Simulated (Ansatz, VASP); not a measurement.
# TeOs: VASP beside Ansatz

```
Os Te
1.0
     0.00000    2.93002    2.93002
     2.93002    0.00000    2.93002
     2.93002    2.93002    0.00000
Os Te
1 1
Direct
  0.00000 0.00000 0.00000
  0.25000 0.25000 0.25000
```

Alike in both runs: task single point; functional r2SCAN; k mesh 10 × 10 × 10; occupations gaussian, width 0.05 eV; no spin polarisation.

|  | VASP | Ansatz |
| --- | --- | --- |
| version | VASP 6.6.1 | Ansatz 0.2.0 |
| potentials or method | VASP PAW PBE potentials, release 64 (Os, Te), cutoff 520 eV | scalar-relativistic, plane waves, PAW |
| valence electrons in the cell | 14 | 32 |

|  | VASP | Ansatz | Ansatz less VASP |
| --- | --- | --- | --- |
| gap on the k mesh at the Fermi level (eV) | none | none | - |
| pressure (GPa) | 0.0 | 0.0 | -0.01 |

VASP's potentials were made for PBE, not for r2SCAN. A gap of «none» marks a metal or a gap that the smearing closes. VASP's potentials hold 14 valence electrons a cell and Ansatz's 32, so a difference there can come from the potentials and not from the codes.

Neither program's run includes spin-orbit coupling.
